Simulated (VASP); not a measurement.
# SnTe (Fm-3m) in VASP: notebook, part 2 of 2

VASP 6.6.1. Earlier steps stand in the parts before.

## 5. Single point, PBE

This run uses another cell than the first one, of 29.76 Å³/atom, 1.284 times its volume.

Input file INCAR:

```
PREC = Accurate
ENCUT = 520
EDIFF = 1E-7
ISMEAR = -1
SIGMA = 0.05
LREAL = F
LASPH = T
NELM = 80
ALGO = Normal
ISIF = 2
LWAVE = F
LCHARG = F
GGA = PE
NBANDS = 17
```

Input file KPOINTS:

```
regular mesh
0
Gamma
  7 7 7
```

Input file POSCAR:

```
SnTe
1.0
    0.0000000000      3.0988168653      3.0988168653
    3.0988168653      0.0000000000      3.0988168653
    3.0988168653      3.0988168653      0.0000000000
Te Sn
1 1
Direct
    0.5000000000      0.5000000000      0.5000000000
    0.0000000000      0.0000000000      0.0000000000
```

Potentials or basis: VASP PAW PBE potentials, release 64 (Te, Sn_d).

Run with:

```sh
> cat potpaw_PBE.64/Te/POTCAR potpaw_PBE.64/Sn_d/POTCAR > POTCAR
> mpirun -np 1 vasp_std > vasp.out
```

OUTCAR:

```text
PREC = Accurate
   ENCUT = 520
   EDIFF = 1E-7
   ISMEAR = -1
   LREAL = F
   LASPH = T
   NELM = 80
   ISIF = 2
   GGA = PE

 ion  position               nearest neighbor table
   1  0.500  0.500  0.500-   2 3.10   2 3.10   2 3.10   2 3.10   2 3.10   2 3.10
   2  0.000  0.000  0.000-   1 3.10   1 3.10   1 3.10   1 3.10   1 3.10   1 3.10

  LATTYP: Found a face centered cubic cell.
 ALAT       =     6.1976337306

  Lattice vectors:

 A1 = (   0.0000000000,   3.0988168653,   3.0988168653)
 A2 = (   3.0988168653,   0.0000000000,   3.0988168653)
 A3 = (   3.0988168653,   3.0988168653,   0.0000000000)

Analysis of symmetry for initial positions (statically):
[... 33 lines left out ...]
                                     Primitive cell

  volume of cell :      59.5138

  direct lattice vectors                    reciprocal lattice vectors
     0.000000000  3.098816865  3.098816865    -0.161351904  0.161351904  0.161351904
     3.098816865  0.000000000  3.098816865     0.161351904 -0.161351904  0.161351904
     3.098816865  3.098816865  0.000000000     0.161351904  0.161351904 -0.161351904

  length of vectors
     4.382388838  4.382388838  4.382388838     0.279469695  0.279469695  0.279469695

  position of ions in fractional coordinates (direct lattice)
     0.500000000  0.500000000  0.500000000
     0.000000000  0.000000000  0.000000000

  ion indices of the primitive-cell ions
   primitive index   ion index
                 1           1
                 2           2

----------------------------------------------------------------------------------------

 KPOINTS: regular mesh

Automatic generation of k-mesh.
 Grid dimensions read from file:
 generate k-points for:    7    7    7

 Generating k-lattice:

  Cartesian coordinates                     Fractional coordinates (reciprocal lattice)
    -0.023050272  0.023050272  0.023050272     0.142857143  0.000000000  0.000000000
     0.023050272 -0.023050272  0.023050272     0.000000000  0.142857143  0.000000000
     0.023050272  0.023050272 -0.023050272     0.000000000  0.000000000  0.142857143

  Length of vectors
     0.039924242  0.039924242  0.039924242

  Shift w.r.t. Gamma in fractional coordinates (k-lattice)
     0.000000000  0.000000000  0.000000000

 Subroutine IBZKPT returns following result:
 ===========================================

 Found     20 irreducible k-points:

 Following reciprocal coordinates:
            Coordinates               Weight
  0.000000  0.000000  0.000000      1.000000
  0.142857  0.000000  0.000000      8.000000
  0.285714  0.000000  0.000000      8.000000
  0.428571  0.000000  0.000000      8.000000
  0.142857  0.142857  0.000000      6.000000
  0.285714  0.142857  0.000000     24.000000
[... 12 lines left out ...]
 -0.428571  0.428571  0.142857     24.000000
 -0.285714  0.428571  0.142857     24.000000
   k-points           NKPTS =     20   k-points in BZ     NKDIM =     20   number of bands    NBANDS=     17
   number of dos      NEDOS =    301   number of ions     NIONS =      2
   total plane-waves  NPLWV =  46656
   dimension x,y,z NGX =    36 NGY =   36 NGZ =   36
   dimension x,y,z NGXF=    72 NGYF=   72 NGZF=   72
   ions per type =               1   1
   NGX,Y,Z   is equivalent  to a cutoff of  13.66, 13.66, 13.66 a.u.
   NGXF,Y,Z  is equivalent  to a cutoff of  27.31, 27.31, 27.31 a.u.
 SYSTEM =  unknown system
   PREC   = accura    normal or accurate (medium, high low for compatibility)
   ISTART =      0    job   : 0-new  1-cont  2-samecut
   ICHARG =      2    charge: 1-file 2-atom 10-const
   ISPIN  =      1    spin polarized calculation?
   LNONCOLLINEAR =      F non collinear calculations
   LSORBIT =      F    spin-orbit coupling
   LASPH  =      T    aspherical Exc in radial PAW
   ENCUT  =  520.0 eV  38.22 Ry    6.18 a.u.   8.15  8.15  8.15*2*pi/ulx,y,z
   NELM   =     80;   NELMIN=  2; NELMDL= -5     # of ELM steps
   EDIFF  = 0.1E-06   stopping-criterion for ELM
   LREAL  =      F    real-space projection
   EDIFFG = 0.1E-05   stopping-criterion for IOM
   NSW    =      0    number of steps for IOM
   IBRION =     -1    ionic relax: 0-MD 1-quasi-New 2-CG
   NFREE  =      0    steps in history (QN), initial steepest desc. (CG)
   ISIF   =      2    stress and relaxation
   ISYM   =      2    0-nonsym 1-usesym 2-fastsym
   POTIM  = 0.5000    time-step for ionic-motion
   TEBEG  =    0.0;   TEEND  =   0.0 temperature during run
   PSTRESS=    0.0 pullay stress
   NELECT =      20.0000    total number of electrons
   NUPDOWN=      -1.0000    fix difference up-down
   EMIN   =  10.00;   EMAX   =-10.00  energy-range for DOS
   EFERMI =   0.00;   METHOD = LEGACY
   ISMEAR =    -1;   SIGMA  =   0.05  broadening in eV -4-tet -1-fermi 0-gaus
   EFERMI_NEDOS =   21; number of points for ismear=-14 and -15
   IALGO  =     38    algorithm
   IMIX   =      4    mixing-type and parameters
     AMIX     =   0.40;   BMIX     =  1.00
     AMIX_MAG =   1.60;   BMIX_MAG =  1.00
  volume/ion in A,a.u.               =      29.76       200.81
  Fermi-wavevector in a.u.,A,eV,Ry     =   1.138183  2.150855 17.625824  1.295461
  Thomas-Fermi vector in A             =   2.274888
   LORBIT       =      0    0 simple, 1 ext, 2 COOP (PROOUT), +10 PAW based schemes
   GGA     = PE    functional components
   LHFCALC =     F    Hartree Fock is set to
   AEXX    =    0.0000 exact exchange contribution
   IVDW    =     0    specifies the selected vdW correction
   LEPSILON=     F    determine dielectric tensor
   LRPA    =     F    only Hartree local field effects (RPA)
 non-spin polarized calculation
  energy-cutoff  :      520.00
  volume of cell :       59.51
 maximum number of plane-waves:      1639
 NGX is ok and might be reduce to    36
   NGX = 17   NGY = 17   NGZ = 17

 number of electron      19.9999999 magnetization

 Free energy of the ion-electron system (eV)
  ---------------------------------------------------
  ext. energy  EPLUGINS =         0.00000000
  ---------------------------------------------------
  free energy    TOTEN  =        -7.47957452 eV

  energy without entropy =       -7.47945636  energy(sigma->0) =       -7.47951544

 E-fermi :   7.6756     XC(G=0):  -9.7239

 val. band max:        7.3883127377   @ k =   0.4286   0.0000   0.0000
 cond. band min:       8.0064811065   @ k =   0.4286   0.0000   0.0000
 fundamental gap:      0.6181683688
 Fermi energy:         7.6756265000

 k-point     1 :       0.0000    0.0000    0.0000
  band No.  band energies     occupation
      1     -14.3332      2.00000
      2     -14.3332      2.00000
      3     -14.3240      2.00000
      4     -14.3240      2.00000
      5     -14.3240      2.00000
      6      -5.5937      2.00000
[... 9 lines left out ...]
     16      12.2537      0.00000
     17      14.2754      0.00000

 k-point     2 :       0.1429    0.0000    0.0000
  band No.  band energies     occupation
      1     -14.3342      2.00000
      2     -14.3342      2.00000
      3     -14.3236      2.00000
      4     -14.3225      2.00000
      5     -14.3225      2.00000
      6      -5.4092      2.00000
[... 9 lines left out ...]
     16      12.6887      0.00000
     17      15.7254      0.00000

 k-point     3 :       0.2857    0.0000    0.0000
  band No.  band energies     occupation
      1     -14.3371      2.00000
      2     -14.3371      2.00000
      3     -14.3228      2.00000
      4     -14.3189      2.00000
      5     -14.3189      2.00000
      6      -4.8993      2.00000
[... 9 lines left out ...]
     16      13.8734      0.00000
     17      18.2505      0.00000

 k-point     4 :       0.4286    0.0000    0.0000
  band No.  band energies     occupation
      1     -14.3395      2.00000
      2     -14.3395      2.00000
      3     -14.3222      2.00000
      4     -14.3158      2.00000
      5     -14.3158      2.00000
      6      -4.2999      2.00000
[... 9 lines left out ...]
     16      15.6731      0.00000
     17      17.3834      0.00000
[... 263 lines left out ...]
      1     -14.3453      2.00000
      2     -14.3354      2.00000
      3     -14.3213      2.00000
      4     -14.3173      2.00000
      5     -14.3135      2.00000
      6      -4.0092      2.00000
[... 9 lines left out ...]
     16      16.4372      0.00000
     17      17.7627      0.00000

 k-point    19 :      -0.4286    0.4286    0.1429
  band No.  band energies     occupation
      1     -14.3512      2.00000
      2     -14.3310      2.00000
      3     -14.3253      2.00000
      4     -14.3143      2.00000
      5     -14.3112      2.00000
      6      -3.8725      2.00000
[... 9 lines left out ...]
     16      17.3913      0.00000
     17      18.2581      0.00000

 k-point    20 :      -0.2857    0.4286    0.1429
  band No.  band energies     occupation
      1     -14.3486      2.00000
      2     -14.3337      2.00000
      3     -14.3214      2.00000
      4     -14.3178      2.00000
      5     -14.3112      2.00000
      6      -3.7695      2.00000
[... 9 lines left out ...]
     16      17.4604      0.00000
     17      18.2220      0.00000

------------------------ aborting loop because EDIFF is reached ----------------------------------------

  FORCE on cell =-STRESS in cart. coord.  units (eV):
  Direction    XX          YY          ZZ          XY          YZ          ZX
  --------------------------------------------------------------------------------------
  -------------------------------------------------------------------------------------
  Total        1.8477898      1.8477898      1.8477898      0.0000000     -0.0000000      0.0000000
  in kB       49.7445391     49.7445391     49.7445391      0.0000000     -0.0000000      0.0000000
  external PRESSURE =      49.7445391 kB  Pullay stress =       0.0000000 kB

 VOLUME and BASIS-vectors are now :
 -----------------------------------------------------------------------------
  energy-cutoff  :      520.00
  volume of cell :       59.51
      direct lattice vectors                 reciprocal lattice vectors
     0.000000000  3.098816865  3.098816865    -0.161351904  0.161351904  0.161351904
     3.098816865  0.000000000  3.098816865     0.161351904 -0.161351904  0.161351904
     3.098816865  3.098816865  0.000000000     0.161351904  0.161351904 -0.161351904

 POSITION                                       TOTAL-FORCE (eV/Angst)
 -----------------------------------------------------------------------------------
      3.09882      3.09882      3.09882         0.000000      0.000000      0.000000
      0.00000      0.00000      0.00000         0.000000     -0.000000     -0.000000
 -----------------------------------------------------------------------------------
    total drift:                               -0.000000      0.000000      0.000000

  FREE ENERGIE OF THE ION-ELECTRON SYSTEM (eV)
  ---------------------------------------------------
  free  energy   TOTEN  =        -7.4795745206 eV

  energy  without entropy=       -7.4794563608  energy(sigma->0) =       -7.47951544
```

OSZICAR:

```text
N       E                     dE             d eps       ncg     rms          rms(c)
DAV:   1     0.127160959453E+03    0.12716E+03   -0.94533E+03   680   0.139E+03
DAV:   2     0.412885361498E+01   -0.12303E+03   -0.11923E+03   728   0.338E+02
DAV:   3    -0.718284481969E+01   -0.11312E+02   -0.11248E+02   828   0.887E+01
DAV:   4    -0.750360931538E+01   -0.32076E+00   -0.32057E+00   813   0.157E+01
DAV:   5    -0.751616887730E+01   -0.12560E-01   -0.12559E-01   965   0.304E+00    0.549E+00
DAV:   6    -0.747832938610E+01    0.37839E-01   -0.86709E-02   943   0.207E+00    0.344E+00
DAV:   7    -0.747985927703E+01   -0.15299E-02   -0.44383E-02   810   0.111E+00    0.647E-01
DAV:   8    -0.747945892240E+01    0.40035E-03   -0.70403E-03   893   0.671E-01    0.191E-01
DAV:   9    -0.747959005977E+01   -0.13114E-03   -0.51375E-04   884   0.238E-01    0.823E-02
DAV:  10    -0.747957257681E+01    0.17483E-04   -0.10163E-04   924   0.100E-01    0.244E-02
DAV:  11    -0.747957446237E+01   -0.18856E-05   -0.17705E-05   861   0.369E-02    0.803E-03
DAV:  12    -0.747957485421E+01   -0.39184E-06   -0.93811E-07   899   0.121E-02    0.498E-03
DAV:  13    -0.747957430945E+01    0.54476E-06   -0.14892E-07   698   0.248E-03    0.306E-03
DAV:  14    -0.747957445582E+01   -0.14637E-06   -0.33533E-08   406   0.167E-03    0.774E-04
DAV:  15    -0.747957452058E+01   -0.64766E-07   -0.75910E-09   379   0.105E-03
   1 F= -.74795745E+01 E0= -.74795154E+01  d E =-.118160E-03
```

stdout:

```text
POSCAR found type information on POSCAR TeSn
 POSCAR found :  2 types and       2 ions
 scaLAPACK will be used
 LDA part: xc-table for (Slater+PW92), standard interpolation
 POSCAR, INCAR and KPOINTS ok, starting setup
 FFT: planning ... GRIDC
 FFT: planning ... GRID_SOFT
 FFT: planning ... GRID
 WAVECAR not read
 entering main loop
```

Run time: 52 s. Hardware: 1 thread of Intel Xeon 8259CL, shared host; peak memory 0.21 GiB.

Results:

* Free energy: -7.4796 eV
* Pressure: 5.0 GPa

Levels at points of the mesh, in eV from the Fermi level:
| k point | band 7 | band 8 | band 9 | band 10 | band 11 | band 12 | band 13 | band 14 |
| --- | --- | --- | --- | --- | --- | --- | --- | --- |
| (0.00, 0.00, 0.00) | -4.55 | -2.36 | -2.36 | -2.36 | 3.38 | 3.38 | 3.38 | 4.58 |

Caveat: this odd mesh misses L, where the gap lies, so gap, dielectric constants and Born charges aren't listed; spin-orbit coupling is left out, which moves the levels of the heavy elements.

## 6. Summary

```csv
cell,pressure (GPa)
"a = 4.032 Å, angles 60.0°, 2 atoms",30.0
"a = 4.141 Å, angles 60.0°, 2 atoms",20.0
"a = 4.281 Å, angles 60.0°, 2 atoms",9.9
"a = 4.382 Å, angles 60.0°, 2 atoms",5.0
```

Alike in all rows: task single point; level PBE; potentials or basis VASP PAW PBE potentials, release 64 (Te, Sn_d); no spin polarisation; k mesh 7 × 7 × 7; cutoff (eV) 520; smearing fermi-dirac 0.05 eV.

Caveats: spin-orbit coupling is left out, which moves the levels of the heavy elements.

Total energies depend on the potentials used, so only differences within one code and one set of settings carry meaning.
